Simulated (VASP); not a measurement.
Crystal: CdS (Greenockite).

```xyz
4
Lattice="4.1500 0.0000 0.0000 -2.0750 3.5940 0.0000 0.0000 0.0000 6.7370" Properties=species:S:1:pos:R:3 pbc="T T T"
Cd    0.0000    2.3960    0.0000
Cd    2.0750    1.1980    3.3685
S     0.0000    2.3960    2.5264
S     2.0750    1.1980    5.8949
```

```yaml
Program: VASP 6.6.1
Task: relaxation of cell and atoms
Functional: RPBE
Potentials_or_basis: VASP PAW PBE potentials, release 64 (Cd, S)
Cutoff: 500 eV
k_mesh: 6 × 6 × 4
Occupations: fermi-dirac, width 0.02 eV
Spin: no spin polarisation
```

At the start: pressure 4.6 GPa; volume 25.12 Å³/atom.

How do energy, volume and symmetry change on relaxing?

Over 5 steps the energy falls by 28.2 meV/atom and the volume is 27.22 Å³/atom (+8.3 %); space group P6_3mc (No. 186, to 0.05 Å).

The path:
```tsv
step	energy change (eV)	largest force (eV/Å)	pressure (GPa)	volume (Å³)
1	0.0000	0.0708	4.60	100.48
2	-0.1050	0.0049	-1.02	111.33
3	-0.1130	0.0139	0.01	108.86
4	-0.1129	0.0131	-0.06	109.03
5	-0.1130	0.0091	0.01	108.87
```

Final structure:
```
Cd S
1.0
     4.25706    0.00000    0.00000
    -2.12853    3.68672    0.00000
     0.00000    0.00000    6.93669
Cd S
2 2
Direct
  0.33333 0.66667 0.99951
  0.66667 0.33333 0.49951
  0.33333 0.66667 0.37549
  0.66667 0.33333 0.87549
```

Caveat: the PAW data sets were made with another functional, which shifts forces and pressure a little.
